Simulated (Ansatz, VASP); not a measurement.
## AlH4: VASP beside Ansatz

```
Al H
1.0
     3.30374    0.00000    0.00000
    -1.65187    2.86112    0.00000
     0.00000    0.00000    4.62650
Al H
1 4
Cartesian
  0.0000 0.0000 0.0000
  0.0000 1.9074 0.0000
  1.6519 0.9537 0.0000
  0.0000 0.0000 1.8129
  0.0000 0.0000 2.8136
```

Alike in both runs: functional PBE; k mesh 12 × 12 × 8; occupations gaussian, width 0.1 eV; no spin polarisation.

Ansatz relaxed the structure, and its values are those at the end. VASP's run is a single point on that final structure, the one shown.

```csv
,VASP,Ansatz
version,VASP 6.6.1,Ansatz 0.2.0
potentials or method,"VASP PAW PBE potentials, release 64 (Al, H), cutoff 520 eV","scalar-relativistic, plane waves, PAW"
valence electrons in the cell,7,7
```

Ansatz gave:

```
gap on the k mesh at the Fermi level (eV) : none
pressure (GPa)                            : 0.0
```

Problem. Estimate VASP's values.

Solution. gap on the k mesh at the Fermi level (eV): none; pressure (GPa): -0.2.

A gap of «none» marks a metal or a gap that the smearing closes. The functional is the same, so the differences come from potentials, cutoffs and numerics.
